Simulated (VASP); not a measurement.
# Zr (Fd-3m) in VASP: notebook, part 2 of 2

VASP 6.6.1. The steps go on from the part before.

## (3) Relaxation of cell and atoms, PBE

This run uses another cell than the first one, of 31.43 Å³/atom, 0.903 times its volume.

INCAR reads:

```
PREC = Accurate
ENCUT = 600
EDIFF = 1E-6
ISMEAR = -1
SIGMA = 0.1
LREAL = F
LASPH = T
NELM = 80
ALGO = Normal
ISIF = 3
LWAVE = F
LCHARG = F
GGA = PE
IBRION = 2
NSW = 80
EDIFFG = -0.01
```

KPOINTS reads:

```
Automatic mesh
0
Gamma
  9 9 9
```

POSCAR reads:

```
Zr
1.0
    0.0000000000      3.1558057739      3.1558057739
    3.1558057739      0.0000000000      3.1558057739
    3.1558057739      3.1558057739      0.0000000000
Zr
2
Direct
    0.1250000000      0.1250000000      0.1250000000
    0.8750000000      0.8750000000      0.8750000000
```

Potentials or basis: VASP PAW PBE potentials, release 64 (Zr_sv).

Started as:

```sh
$ cat potpaw_PBE.64/Zr_sv/POTCAR > POTCAR
$ mpirun -np 1 vasp_std > vasp.out
```

OUTCAR:

```text
PREC = Accurate
   ENCUT = 600
   EDIFF = 1E-6
   ISMEAR = -1
   LREAL = F
   LASPH = T
   NELM = 80
   ISIF = 3
   GGA = PE
   IBRION = 2
   NSW = 80
   EDIFFG = -0.01

 ion  position               nearest neighbor table
   1  0.125  0.125  0.125-   2 2.73   2 2.73   2 2.73   2 2.73
   2  0.875  0.875  0.875-   1 2.73   1 2.73   1 2.73   1 2.73

  LATTYP: Found a face centered cubic cell.
 ALAT       =     6.3116115478

  Lattice vectors:

 A1 = (   0.0000000000,   3.1558057739,   3.1558057739)
 A2 = (   3.1558057739,   0.0000000000,   3.1558057739)
 A3 = (   3.1558057739,   3.1558057739,   0.0000000000)

Analysis of symmetry for initial positions (statically):
=====================================================================
 Subroutine PRICEL returns:
 Original cell was already a primitive cell.

 Routine SETGRP: Setting up the symmetry group for a
 face centered cubic supercell.

 Subroutine GETGRP returns: Found 48 space group operations
 (whereof 12 operations were pure point group operations)
 out of a pool of 48 trial point group operations.

The static configuration has the point symmetry D_3d.
 The point group associated with its full space group is O_h .

Analysis of symmetry for dynamics (positions and initial velocities):
=====================================================================
 Subroutine PRICEL returns:
 Original cell was already a primitive cell.

 Routine SETGRP: Setting up the symmetry group for a
 face centered cubic supercell.

 Subroutine GETGRP returns: Found 48 space group operations
 (whereof 12 operations were pure point group operations)
[... 167 lines left out ...]
      direct lattice vectors                 reciprocal lattice vectors
     0.000000000  3.155805774  3.155805774    -0.158438141  0.158438141  0.158438141
     3.155805774  0.000000000  3.155805774     0.158438141 -0.158438141  0.158438141
     3.155805774  3.155805774  0.000000000     0.158438141  0.158438141 -0.158438141

 POSITION                                       TOTAL-FORCE (eV/Angst)
 -----------------------------------------------------------------------------------
      0.78895      0.78895      0.78895        -0.000000      0.000000     -0.000000
      5.52266      5.52266      5.52266         0.000000      0.000000      0.000000
 -----------------------------------------------------------------------------------
    total drift:                               -0.000000      0.000000      0.000000

  FREE ENERGIE OF THE ION-ELECTRON SYSTEM (eV)
  ---------------------------------------------------
  free  energy   TOTEN  =       -12.3132653531 eV

  energy  without entropy=      -12.1531819418  energy(sigma->0) =      -12.23322365

--------------------------------------- Ionic step        2  -------------------------------------------

 number of electron      24.0000000 magnetization

 Free energy of the ion-electron system (eV)
  ---------------------------------------------------
  ext. energy  EPLUGINS =         0.00000000
  ---------------------------------------------------
  free energy    TOTEN  =       -12.31374385 eV

  energy without entropy =      -12.15551638  energy(sigma->0) =      -12.23463012

 E-fermi :   5.5221     XC(G=0):  -9.4985

 val. band max:        5.5218222500   @ k =   0.0000   0.0000   0.0000
 cond. band min:       5.5257407143   @ k =   0.2222   0.1111   0.0000
 fundamental gap:      0.0039184643
 Fermi energy:         5.5220856940

 k-point     1 :       0.0000    0.0000    0.0000
  band No.  band energies     occupation
      1     -43.3724      2.00000
      2     -42.8214      2.00000
      3     -21.7088      2.00000
      4     -21.7088      2.00000
      5     -21.7088      2.00000
      6     -20.7454      2.00000
[... 433 lines left out ...]
      3     -21.9318      2.00000
      4     -21.9318      2.00000
      5     -21.3193      2.00000
      6     -21.1545      2.00000
[... 8 lines left out ...]
     15       6.7504      0.00001
     16       7.7675      0.00000

 [... further k-points ...]
[... 5 lines left out ...]
  --------------------------------------------------------------------------------------
  -------------------------------------------------------------------------------------
  Total       -0.0013312     -0.0013312     -0.0013312      0.0000000     -0.0000000     -0.0000000
  in kB       -0.0342159     -0.0342159     -0.0342159      0.0000000     -0.0000000     -0.0000000
  external PRESSURE =      -0.0342159 kB  Pullay stress =       0.0000000 kB

 VOLUME and BASIS-vectors are now :
 -----------------------------------------------------------------------------
  energy-cutoff  :      600.00
  volume of cell :       62.34
      direct lattice vectors                 reciprocal lattice vectors
    -0.000000000  3.147038823  3.147038823    -0.158879514  0.158879514  0.158879514
     3.147038823 -0.000000000  3.147038823     0.158879514 -0.158879514  0.158879514
     3.147038823  3.147038823  0.000000000     0.158879514  0.158879514 -0.158879514

 POSITION                                       TOTAL-FORCE (eV/Angst)
 -----------------------------------------------------------------------------------
      0.78676      0.78676      0.78676        -0.000000      0.000000      0.000000
      5.50732      5.50732      5.50732         0.000000     -0.000000     -0.000000
 -----------------------------------------------------------------------------------
    total drift:                                0.000000      0.000000      0.000000

  FREE ENERGIE OF THE ION-ELECTRON SYSTEM (eV)
  ---------------------------------------------------
  free  energy   TOTEN  =       -12.3137438540 eV

  energy  without entropy=      -12.1555163843  energy(sigma->0) =      -12.23463012

 reached required accuracy - stopping structural energy minimisation
```

OSZICAR:

```text
N       E                     dE             d eps       ncg     rms          rms(c)
DAV:   1     0.238615725301E+03    0.23862E+03   -0.14031E+04  1120   0.158E+03
DAV:   2     0.257236840071E+01   -0.23604E+03   -0.23399E+03  1440   0.414E+02
DAV:   3    -0.121611760722E+02   -0.14734E+02   -0.14463E+02  2176   0.781E+01
DAV:   4    -0.125256202512E+02   -0.36444E+00   -0.36221E+00  1232   0.135E+01
[... 15 lines left out ...]
DAV:   5    -0.123137324143E+02   -0.41033E-03   -0.10349E-03  1664   0.171E-01    0.477E-02
DAV:   6    -0.123137413736E+02   -0.89593E-05   -0.41567E-05  1328   0.577E-02    0.762E-03
DAV:   7    -0.123137425643E+02   -0.11907E-05   -0.11032E-06   848   0.910E-03    0.407E-03
DAV:   8    -0.123137438191E+02   -0.12548E-05   -0.50442E-07   600   0.885E-03    0.640E-04
DAV:   9    -0.123137438540E+02   -0.34855E-07   -0.10337E-07   576   0.254E-03
   2 F= -.12313744E+02 E0= -.12234630E+02  d E =-.478501E-03
```

CONTCAR:

```text
Zr
   1.00000000000000
    -0.0000000000000000    3.1470388227776800    3.1470388227776800
     3.1470388227776800   -0.0000000000000000    3.1470388227776800
     3.1470388227776800    3.1470388227776800    0.0000000000000000
  Zr
     2
Direct
     0.1250000000000000    0.1250000000000000    0.1250000000000000
     0.8750000000000000    0.8750000000000000    0.8750000000000000

  0.00000000E+00  0.00000000E+00  0.00000000E+00
  0.00000000E+00  0.00000000E+00  0.00000000E+00
```

It took 85 s on 1 thread of Intel Xeon 6975P-C, shared host; peak memory 0.22 GiB.

What came out:

| Property | Result |
| --- | --- |
| Free energy | -12.3137 eV |
| Relaxed volume | 31.17 Å³/atom |
| Relaxed cell | a = 4.451 Å, b = 4.451 Å, c = 4.451 Å, α = 60.00°, β = 60.00°, γ = 60.00° |
| Space group after relaxing (to 0.05 Å) | Fd-3m (No. 227) |
| Energy gained by relaxing | 0.2 meV/atom |
| Ionic steps | 2 |
| Pressure after relaxing | 0.0 GPa |
| Band gap on the k mesh | zero (band 12 reaches 5.59 eV, above the bottom of band 13 at 5.44 eV) |

Step by step:
```
step  energy change (eV)  largest force (eV/Å)  pressure (GPa)  volume (Å³)
   1              0.0000                0.0000           -0.29        62.86
   2             -0.0005                0.0000            0.00        62.34
```

Final structure:
```
Zr
1.0
     0.00000    3.14704    3.14704
     3.14704    0.00000    3.14704
     3.14704    3.14704    0.00000
Zr
2
Direct
  0.12500 0.12500 0.12500
  0.87500 0.87500 0.87500
```
